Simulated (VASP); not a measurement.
A run of VASP 6.6.1:

Contents of INCAR:

```
SYSTEM = BP
ALGO = Normal ; EDIFF = 1E-7
EDIFFG = -0.002 ; ENCUT = 500
GGA = PE ; GGA_COMPAT = .False.
IBRION = 2 ; ISIF = 3
ISMEAR = 0 ; LASPH = .True.
LCHARG = .False. ; LREAL = .False.
LWAVE = .False. ; NELM = 120
NELMIN = 4 ; NSW = 100
PREC = Accurate ; SIGMA = 0.02
```

File KPOINTS:

```
k-points
0
Gamma
  10 10 10
  0 0 0
```

The input POSCAR:

```
BP
1.0
    0.0000000000      2.2690000000      2.2690000000
    2.2690000000      0.0000000000      2.2690000000
    2.2690000000      2.2690000000      0.0000000000
B P
1 1
Direct
    0.0000000000      0.0000000000      0.0000000000
    0.2500000000      0.2500000000      0.2500000000
```

Potentials or basis: VASP PAW PBE potentials, release 64 (B, P).

Command:

```console
$ cat potpaw_PBE.64/B/POTCAR potpaw_PBE.64/P/POTCAR > POTCAR
$ mpirun -np 1 vasp_std > vasp.out
```

Hardware: 1 thread of AMD EPYC 7R43 64-Core Processor (Zen 3), with other jobs on the host.

**Question.** Estimate the wall time of this run.

**Answer.** Wall time 23 s on 1 thread of AMD EPYC 7R43 64-Core Processor (Zen 3) (shared host), peak memory 0.09 GiB. Counts: scf iterations 27, k points 47, ion steps 3.
